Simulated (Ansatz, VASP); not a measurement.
# One calculation of Ta, two programs

The input INCAR:

```
PREC = Accurate ; ENCUT = 520
EDIFF = 1E-6 ; ISMEAR = 0
SIGMA = 0.15 ; LREAL = F
LASPH = T ; NELM = 100
ALGO = Fast ; ISIF = 2
LWAVE = F ; LCHARG = F
GGA = PS ; NBANDS = 18
```

The input KPOINTS:

```
Automatic mesh
0
Gamma
  24 24 12
```

The input POSCAR:

```
Ta
1.0
    2.8669354486      0.0000000000      0.0000000000
   -1.4334677243      2.4828389295      0.0000000000
    0.0000000000      0.0000000000      5.0914149207
Ta
2
Direct
    0.6666666667      0.3333333333      0.7500000000
    0.3333333333      0.6666666667      0.2500000000
```

Input for Ansatz:

```yaml
crystal:
  lattice:
    - [2.8669354486, 0.0, 0.0]
    - [-1.4334677243, 2.4828389295, 0.0]
    - [0.0, 0.0, 5.0914149207]
  atoms:
    - { symbol: Ta, position: [0.6666666667, 0.3333333333, 0.75] }
    - { symbol: Ta, position: [0.3333333333, 0.6666666667, 0.25] }
basis:
  ecutwfc: 420
kpoints:
  mp_grid: { grid: [24, 24, 12] }
hamiltonian:
  xc: pbesol
scf:
  occupations: { method: gaussian, width: 0.15 }
output:
  forces: true
  stress: true
  eigenvalues: true
```

Alike in both runs: task single point; functional PBEsol; k mesh 24 × 24 × 12; occupations gaussian, width 0.15 eV; no spin polarisation.

```csv
,VASP,Ansatz
version,VASP 6.6.1,Ansatz 0.2.0
potentials or method,"VASP PAW PBE potentials, release 64 (Ta_pv), cutoff 520 eV","scalar-relativistic, plane waves, PAW"
valence electrons in the cell,22,26
```

Ansatz gave:

```
gap on the k mesh at the Fermi level (eV)                     : none
pressure (GPa)                                                : 0.0
traceless stress, the component that is largest in VASP (GPa) : -0.05
```

Problem. What did VASP give for the same quantities?

Solution. gap on the k mesh at the Fermi level (eV): none; pressure (GPa): 0.2; traceless stress, the component that is largest in VASP (GPa): -0.07.

VASP's potentials were made for PBE, not for PBEsol. A gap of «none» marks a metal or a gap that the smearing closes. VASP's potentials hold 22 valence electrons a cell and Ansatz's 26, so a difference there can come from the potentials and not from the codes.

Neither program's run includes spin-orbit coupling.
